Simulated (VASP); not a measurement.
# Ni (Fm-3m) in VASP: further runs, part 2 of 2

VASP 6.6.1.

## (4) Single point, PBE, collinear spin, ferromagnetic start

This run uses another cell than the first one, of 10.90 Å³/atom, 1.004 times its volume.

Contents of INCAR:

```
SYSTEM = Ni
ALGO = Normal
EDIFF = 1E-6
ENCUT = 520
GGA = PE
ISIF = 2
ISMEAR = -1
ISPIN = 2
LASPH = .TRUE.
LCHARG = .TRUE.
LELF = .TRUE.
LMAXMIX = 4
LORBIT = 11
LREAL = .FALSE.
LVHAR = .TRUE.
LWAVE = .FALSE.
MAGMOM = 0.672
NBANDS = 15
NELM = 150
PREC = Accurate
SIGMA = 0.05
```

Contents of KPOINTS:

```
k-points
0
G
  9 9 9
  0 0 0
```

Contents of POSCAR:

```
Ni
1.0
    0.0000000000      1.7596893266      1.7596893266
    1.7596893266      0.0000000000      1.7596893266
    1.7596893266      1.7596893266      0.0000000000
Ni
1
Direct
    0.0000000000      0.0000000000      0.0000000000
```

On the command line:

```
$ cat potpaw_PBE.64/Ni/POTCAR > POTCAR
$ mpirun -np 1 vasp_std > vasp.out
```

Wall time 29 s (1 thread of AMD EPYC 7R13, shared host); peak memory 0.13 GiB.

Results (log left out):

* Free energy: -5.4823 eV
* Pressure: -1.0 GPa
* Net moment: 0.51 μB per cell
* Site moments: Ni +0.52 μB
* Valence electrons inside the program's atomic spheres: Ni 9.31

Levels at points of the mesh, in eV from the Fermi level:
Spin up:
| k point | band 1 | band 2 | band 3 | band 4 | band 5 | band 6 | band 7 | band 8 | band 9 | band 10 |
| --- | --- | --- | --- | --- | --- | --- | --- | --- | --- | --- |
| (0.00, 0.00, 0.00) | -8.96 | -2.34 | -2.34 | -2.34 | -1.16 | -1.16 | 23.74 | 27.60 | 27.60 | 27.60 |
Spin down:
```csv
k point,band 3,band 4,band 5,band 6,band 7,band 8
"(0.00, 0.00, 0.00)",-1.70,-1.70,-0.69,-0.69,23.57,27.56
```

## (5) Single point, PBE, collinear spin, ferromagnetic start

This run uses another cell than the first one, of 10.90 Å³/atom, 1.004 times its volume.

Contents of INCAR:

```
SYSTEM = Ni
PREC = Accurate
ENCUT = 520
EDIFF = 1E-6
ISMEAR = -1
SIGMA = 0.05
LREAL = .False.
LASPH = .True.
NELM = 150
ALGO = Normal
ISIF = 2
LWAVE = .False.
LCHARG = .False.
ISPIN = 2
MAGMOM = 0.672
LORBIT = 11
LMAXMIX = 4
GGA = PE
NBANDS = 15
```

Contents of KPOINTS:

```
Automatic mesh
0
Gamma
  12 12 12
  0 0 0
```

POSCAR is that of step 4.

On the command line:

```
$ cat potpaw_PBE.64/Ni/POTCAR > POTCAR
$ mpirun -np 1 vasp_std > vasp.out
```

Run time: 51 s. Hardware: 1 thread of AMD EPYC 7R13, shared host; peak memory 0.14 GiB.

The run converged. Its results:

| Property | Result |
| --- | --- |
| Free energy | -5.4765 eV |
| Pressure | 0.2 GPa |
| Net moment | 0.67 μB per cell |
| Site moments | Ni +0.68 μB |
| Valence electrons inside the program's atomic spheres | Ni 9.31 |

Levels at points of the mesh, in eV from the Fermi level:
Spin up:
| k point | band 3 | band 4 | band 5 | band 6 | band 7 | band 8 |
| --- | --- | --- | --- | --- | --- | --- |
| (0.00, 0.00, 0.00) | -2.46 | -2.46 | -1.28 | -1.28 | 23.72 | 27.56 |
| (0.50, 0.00, 0.00) | -2.44 | -0.64 | -0.64 | -0.28 | 5.64 | 22.21 |
| (0.50, 0.50, 0.00) | -0.58 | -0.51 | -0.51 | 2.45 | 9.20 | 14.81 |
Spin down:
```csv
k point,band 2,band 3,band 4,band 5,band 6,band 7
"(0.00, 0.00, 0.00)",-1.66,-1.66,-1.66,-0.65,-0.65,23.55
"(0.50, 0.00, 0.00)",-1.78,-1.78,-0.35,0.17,0.17,6.09
"(0.50, 0.50, 0.00)",-3.55,0.08,0.41,0.41,2.41,9.46
```

## (6) Single point, PBE

Contents of INCAR:

```
ALGO = Normal
EDIFF = 1E-6
ENCUT = 520
GGA = PE
ISIF = 2
ISMEAR = -1
LASPH = T
LCHARG = F
LREAL = F
LWAVE = F
NBANDS = 11
NELM = 100
PREC = Accurate
SIGMA = 0.1
```

Contents of KPOINTS:

```
k-points
0
Gamma
  25 25 25
```

Contents of POSCAR:

```
Ni
1.0
    0.0000000000      1.7572466680      1.7572466680
    1.7572466680      0.0000000000      1.7572466680
    1.7572466680      1.7572466680      0.0000000000
Ni
1
Direct
    0.0000000000      0.0000000000      0.0000000000
```

Potentials or basis: VASP PAW PBE potentials, release 64 (Ni).

On the command line:

```
$ cat potpaw_PBE.64/Ni/POTCAR > POTCAR
$ mpirun -np 1 vasp_std > vasp.out
```

OUTCAR:

```text
EDIFF = 1E-6
   ENCUT = 520
   GGA = PE
   ISIF = 2
   ISMEAR = -1
   LASPH = T
   LREAL = F
   NELM = 100
   PREC = Accurate

 ion  position               nearest neighbor table
   1  0.000  0.000  0.000-

  LATTYP: Found a face centered cubic cell.
 ALAT       =     3.5144933360

  Lattice vectors:

 A1 = (   0.0000000000,   1.7572466680,   1.7572466680)
 A2 = (   1.7572466680,   0.0000000000,   1.7572466680)
 A3 = (   1.7572466680,   1.7572466680,   0.0000000000)

Analysis of symmetry for initial positions (statically):
=====================================================================
 Subroutine PRICEL returns:
 Original cell was already a primitive cell.

 Routine SETGRP: Setting up the symmetry group for a
 face centered cubic supercell.

 Subroutine GETGRP returns: Found 48 space group operations
 (whereof 48 operations were pure point group operations)
 out of a pool of 48 trial point group operations.

The static configuration has the point symmetry O_h .

Analysis of symmetry for dynamics (positions and initial velocities):
=====================================================================
 Subroutine PRICEL returns:
 Original cell was already a primitive cell.

 Routine SETGRP: Setting up the symmetry group for a
 face centered cubic supercell.

 Subroutine GETGRP returns: Found 48 space group operations
 (whereof 48 operations were pure point group operations)
 out of a pool of 48 trial point group operations.

The dynamic configuration has the point symmetry O_h .

 Subroutine INISYM returns: Found 48 space group operations
 (whereof 48 operations are pure point group operations),
 and found     1 'primitive' translations

----------------------------------------------------------------------------------------

                                     Primitive cell

  volume of cell :      10.8525

  direct lattice vectors                    reciprocal lattice vectors
     0.000000000  1.757246668  1.757246668    -0.284536035  0.284536035  0.284536035
     1.757246668  0.000000000  1.757246668     0.284536035 -0.284536035  0.284536035
     1.757246668  1.757246668  0.000000000     0.284536035  0.284536035 -0.284536035

  length of vectors
     2.485122070  2.485122070  2.485122070     0.492830870  0.492830870  0.492830870

  position of ions in fractional coordinates (direct lattice)
     0.000000000  0.000000000  0.000000000

  ion indices of the primitive-cell ions
   primitive index   ion index
                 1           1

----------------------------------------------------------------------------------------

 KPOINTS: k-points

Automatic generation of k-mesh.
 Grid dimensions read from file:
 generate k-points for:   25   25   25

 Generating k-lattice:

  Cartesian coordinates                     Fractional coordinates (reciprocal lattice)
    -0.011381441  0.011381441  0.011381441     0.040000000  0.000000000  0.000000000
     0.011381441 -0.011381441  0.011381441     0.000000000  0.040000000  0.000000000
     0.011381441  0.011381441 -0.011381441     0.000000000  0.000000000  0.040000000

  Length of vectors
     0.019713235  0.019713235  0.019713235

  Shift w.r.t. Gamma in fractional coordinates (k-lattice)
     0.000000000  0.000000000  0.000000000

 Subroutine IBZKPT returns following result:
 ===========================================

 Found    455 irreducible k-points:

 Following reciprocal coordinates:
            Coordinates               Weight
  0.000000  0.000000  0.000000      1.000000
  0.040000  0.000000  0.000000      8.000000
  0.080000  0.000000  0.000000      8.000000
  0.120000  0.000000  0.000000      8.000000
  0.160000  0.000000  0.000000      8.000000
  0.200000  0.000000  0.000000      8.000000
[... 16 lines left out ...]
  0.400000  0.040000  0.000000     24.000000
  0.440000  0.040000  0.000000     24.000000
 [... further k-points ...]
   k-points           NKPTS =    455   k-points in BZ     NKDIM =    455   number of bands    NBANDS=     11
   number of dos      NEDOS =    301   number of ions     NIONS =      1
   total plane-waves  NPLWV =   5832
   dimension x,y,z NGX =    18 NGY =   18 NGZ =   18
   dimension x,y,z NGXF=    36 NGYF=   36 NGZF=   36
   ions per type =               1
   NGX,Y,Z   is equivalent  to a cutoff of  12.04, 12.04, 12.04 a.u.
   NGXF,Y,Z  is equivalent  to a cutoff of  24.08, 24.08, 24.08 a.u.
 SYSTEM =  unknown system
   PREC   = accura    normal or accurate (medium, high low for compatibility)
   ISTART =      0    job   : 0-new  1-cont  2-samecut
   ICHARG =      2    charge: 1-file 2-atom 10-const
   ISPIN  =      1    spin polarized calculation?
   LNONCOLLINEAR =      F non collinear calculations
   LSORBIT =      F    spin-orbit coupling
   LASPH  =      T    aspherical Exc in radial PAW
   ENCUT  =  520.0 eV  38.22 Ry    6.18 a.u.   4.62  4.62  4.62*2*pi/ulx,y,z
   NELM   =    100;   NELMIN=  2; NELMDL= -5     # of ELM steps
   EDIFF  = 0.1E-05   stopping-criterion for ELM
   LREAL  =      F    real-space projection
   EDIFFG = 0.1E-04   stopping-criterion for IOM
   NSW    =      0    number of steps for IOM
   IBRION =     -1    ionic relax: 0-MD 1-quasi-New 2-CG
   NFREE  =      0    steps in history (QN), initial steepest desc. (CG)
   ISIF   =      2    stress and relaxation
   ISYM   =      2    0-nonsym 1-usesym 2-fastsym
   POTIM  = 0.5000    time-step for ionic-motion
   TEBEG  =    0.0;   TEEND  =   0.0 temperature during run
   PSTRESS=    0.0 pullay stress
   NELECT =      10.0000    total number of electrons
   NUPDOWN=      -1.0000    fix difference up-down
   EMIN   =  10.00;   EMAX   =-10.00  energy-range for DOS
   EFERMI =   0.00;   METHOD = LEGACY
   ISMEAR =    -1;   SIGMA  =   0.10  broadening in eV -4-tet -1-fermi 0-gaus
   EFERMI_NEDOS =   21; number of points for ismear=-14 and -15
   IALGO  =     38    algorithm
   IMIX   =      4    mixing-type and parameters
     AMIX     =   0.40;   BMIX     =  1.00
     AMIX_MAG =   1.60;   BMIX_MAG =  1.00
  volume/ion in A,a.u.               =      10.85        73.24
  Fermi-wavevector in a.u.,A,eV,Ry     =   1.593060  3.010447 34.529407  2.537840
  Thomas-Fermi vector in A             =   2.691349
   LORBIT       =      0    0 simple, 1 ext, 2 COOP (PROOUT), +10 PAW based schemes
   GGA     = PE    functional components
   LHFCALC =     F    Hartree Fock is set to
   AEXX    =    0.0000 exact exchange contribution
   IVDW    =     0    specifies the selected vdW correction
   LEPSILON=     F    determine dielectric tensor
   LRPA    =     F    only Hartree local field effects (RPA)
 non-spin polarized calculation
  energy-cutoff  :      520.00
  volume of cell :       10.85
 maximum number of plane-waves:       303
   NGX =  9   NGY =  9   NGZ =  9

 number of electron      10.0000013 magnetization

 Free energy of the ion-electron system (eV)
  ---------------------------------------------------
  ext. energy  EPLUGINS =         0.00000000
  ---------------------------------------------------
  free energy    TOTEN  =        -5.46547880 eV

  energy without entropy =       -5.37778026  energy(sigma->0) =       -5.42162953

 E-fermi :   9.2482     XC(G=0): -13.2691

 val. band max:        9.2477886836   @ k =   0.4400   0.2800   0.0000
 cond. band min:       9.2496120972   @ k =  -0.4000   0.4000   0.0400
 fundamental gap:      0.0018234136
 Fermi energy:         9.2481690696

 k-point     1 :       0.0000    0.0000    0.0000
  band No.  band energies     occupation
      1       0.3669      2.00000
      2       7.3698      2.00000
      3       7.3698      2.00000
      4       7.3698      2.00000
      5       8.4681      1.99918
      6       8.4681      1.99918
      7      33.0767      0.00000
      8      37.0282      0.00000
      9      37.0282      0.00000
     10      37.0282      0.00000
     11      40.0409      0.00000

 k-point     2 :       0.0400    0.0000    0.0000
  band No.  band energies     occupation
      1       0.4298      2.00000
      2       7.3522      2.00000
      3       7.3844      2.00000
      4       7.3844      2.00000
      5       8.4617      1.99923
      6       8.4617      1.99923
      7      32.9140      0.00000
      8      36.0337      0.00000
      9      36.8714      0.00000
     10      36.8714      0.00000
     11      40.2699      0.00000
[... 295 lines left out ...]
 k-point    24 :       0.4400    0.0400    0.0000
  band No.  band energies     occupation
      1       4.7088      2.00000
      2       7.3219      2.00000
      3       7.3832      2.00000
      4       8.1715      1.99996
      5       9.1688      1.37712
      6       9.3451      0.54998
      7      16.5444      0.00000
      8      31.4776      0.00000
      9      33.2327      0.00000
     10      34.2161      0.00000
     11      37.5754      0.00000

 [... further k-points ...]
[... 5 lines left out ...]
  --------------------------------------------------------------------------------------
  -------------------------------------------------------------------------------------
  Total        0.0060781      0.0060781      0.0060781     -0.0000000     -0.0000000     -0.0000000
  in kB        0.8973268      0.8973268      0.8973268     -0.0000000     -0.0000000     -0.0000000
  external PRESSURE =       0.8973268 kB  Pullay stress =       0.0000000 kB

 VOLUME and BASIS-vectors are now :
 -----------------------------------------------------------------------------
  energy-cutoff  :      520.00
  volume of cell :       10.85
      direct lattice vectors                 reciprocal lattice vectors
     0.000000000  1.757246668  1.757246668    -0.284536035  0.284536035  0.284536035
     1.757246668  0.000000000  1.757246668     0.284536035 -0.284536035  0.284536035
     1.757246668  1.757246668  0.000000000     0.284536035  0.284536035 -0.284536035

 POSITION                                       TOTAL-FORCE (eV/Angst)
 -----------------------------------------------------------------------------------
      0.00000      0.00000      0.00000         0.000000      0.000000      0.000000
 -----------------------------------------------------------------------------------
    total drift:                                0.000000     -0.000000     -0.000000

  FREE ENERGIE OF THE ION-ELECTRON SYSTEM (eV)
  ---------------------------------------------------
  free  energy   TOTEN  =        -5.4654787966 eV

  energy  without entropy=       -5.3777802625  energy(sigma->0) =       -5.42162953
```

Run time: 71 s. Hardware: 1 thread of AMD EPYC 7R13, shared host; peak memory 0.16 GiB.

Results:

* Free energy: -5.4655 eV
* Pressure: 0.1 GPa
* Band gap on the k mesh: zero (band 5 reaches 9.39 eV, above the bottom of band 6 at 8.43 eV)

Levels at points of the mesh, in eV from the Fermi level:
```tsv
k point	band 1	band 2	band 3	band 4	band 5	band 6	band 7	band 8	band 9	band 10
(0.00, 0.00, 0.00)	-8.88	-1.88	-1.88	-1.88	-0.78	-0.78	23.83	27.78	27.78	27.78
```

Caveat: the run has no spin polarisation, though such a crystal can be magnetic.

## (7) Summary

```csv
spin,cell,k mesh,smearing,gap on the mesh (eV),pressure (GPa),moment (μB)
off,"a = 2.485 Å, angles 60.0°, 1 atom",15 × 15 × 15,methfessel-paxton 0.3 eV,none,-0.5,-
off,"a = 2.485 Å, angles 60.0°, 1 atom",15 × 15 × 15,methfessel-paxton 1 eV,none,-0.7,-
"collinear, ferromagnetic start","a = 2.489 Å, angles 60.0°, 1 atom",9 × 9 × 9,fermi-dirac 0.05 eV,none,-1.0,0.51
"collinear, ferromagnetic start","a = 2.489 Å, angles 60.0°, 1 atom",12 × 12 × 12,fermi-dirac 0.05 eV,none,0.2,0.67
off,"a = 2.485 Å, angles 60.0°, 1 atom",25 × 25 × 25,fermi-dirac 0.1 eV,none,0.1,-
```

Alike in all rows: task single point; level PBE; potentials or basis VASP PAW PBE potentials, release 64 (Ni); cutoff (eV) 520.

Every run on the cell as given and a fine mesh finds a metal.

Total energies depend on the potentials used, so only differences within one code and one set of settings carry meaning.
